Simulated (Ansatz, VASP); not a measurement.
## One calculation of BaSr, two programs

```
Ba Sr
1.0
     2.25774   -3.11915    0.00000
     2.25774    3.11915    0.00000
     0.00000    0.00000    6.92083
Ba Sr
1 1
Direct
  0.00000 0.00000 0.00000
  0.50000 0.50000 0.50000
```

Change from the starting cell: strain -0.1000 x Voigt [1, 1, 0, 0, 0, 0], atoms carried along.

Alike in both runs: task single point; functional LDA; k mesh 12 × 12 × 8; occupations gaussian, width 0.15 eV; no spin polarisation.

|  | VASP | Ansatz |
| --- | --- | --- |
| version | VASP 6.6.1 | Ansatz 0.2.0 |
| potentials or method | VASP PAW LDA potentials, release 64 (Ba_sv, Sr_sv), cutoff 520 eV | scalar-relativistic, plane waves, PAW |
| valence electrons in the cell | 20 | 20 |

VASP gave:

```
gap on the k mesh at the Fermi level (eV)                     : none
pressure (GPa)                                                : 0.6
traceless stress, the component that is largest in VASP (GPa) : -1.70
```

Q: Which values does Ansatz return?

A: gap on the k mesh at the Fermi level (eV): none; pressure (GPa): 0.5; traceless stress, the component that is largest in VASP (GPa): -1.68.

LDA's correlation is that of Perdew and Zunger in VASP and of Perdew and Wang (1992) in Ansatz. A gap of «none» marks a metal or a gap that the smearing closes.

Spin-orbit coupling is off throughout.
